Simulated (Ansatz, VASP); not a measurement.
Ca: VASP beside Ansatz

INCAR

```
SYSTEM = Ca
  PREC = Accurate
  ENCUT = 520
  EDIFF = 1E-6
  ISMEAR = -1
  SIGMA = 0.1
  LREAL = .False.
  LASPH = .True.
  NELM = 80
  ALGO = Normal
  ISIF = 2
  LWAVE = .False.
  LCHARG = .True.
  GGA = CA
  LELF = .True.
  LVHAR = .True.
  NBANDS = 28
```

The input KPOINTS:

```
Automatic mesh
0
Gamma
  11 11 3
  0 0 0
```

The input POSCAR:

```
Ca
1.0
    3.8235876137      0.0000000000      0.0000000000
   -1.9117938068      3.3113240070      0.0000000000
    0.0000000000      0.0000000000     12.5594888788
Ca
4
Direct
    0.0000000000      0.0000000000      1.0000000000
    0.0000000000      0.0000000000      0.5000000000
    0.3333333333      0.6666666667      0.2500000000
    0.6666666667      0.3333333333      0.7500000000
```

Input for Ansatz:

```yaml
crystal:
  lattice:
    - [3.8235876137, 0.0, 0.0]
    - [-1.9117938068, 3.311324007, 0.0]
    - [0.0, 0.0, 12.5594888788]
  atoms:
    - { symbol: Ca, position: [0.0, 0.0, 1.0] }
    - { symbol: Ca, position: [0.0, 0.0, 0.5] }
    - { symbol: Ca, position: [0.3333333333, 0.6666666667, 0.25] }
    - { symbol: Ca, position: [0.6666666667, 0.3333333333, 0.75] }
hamiltonian:
  xc: lda
  pseudopotentials:
    kind: paw
    azcp:
      Ca: "pseudopotentials/Ca.paw.azcp"
basis:
  ecutwfc: 420
  fft_grid_basis: typed
kpoints:
  mp_grid: { grid: [11, 11, 3], shift: [0, 0, 0] }
magnetization:
  spin_polarized: false
scf:
  occupations: { method: fermi_dirac, width: 0.1 }
  lower_state_search: "off"
output:
  stress: true
  write_density: true
  write_potential: true
  elf: true
  volumetric_format: npy
```

Alike in both runs: task single point; functional LDA; k mesh 11 × 11 × 3; occupations fermi-dirac, width 0.1 eV; no spin polarisation.

```csv
,VASP,Ansatz
version,VASP 6.6.1,Ansatz 0.2.0
potentials or method,"VASP PAW LDA potentials, release 64 (Ca_sv), cutoff 520 eV","plane waves (420 eV) with PAW, scalar-relativistic"
valence electrons in the cell,40,40
```

|  | VASP | Ansatz | Ansatz less VASP |
| --- | --- | --- | --- |
| pressure (GPa) | -0.7 | -0.7 | 0.00 |

Ansatz warns that its potentials were made for another functional, while VASP's fit it. LDA's correlation is that of Perdew and Zunger in VASP and of Perdew and Wang (1992) in Ansatz.
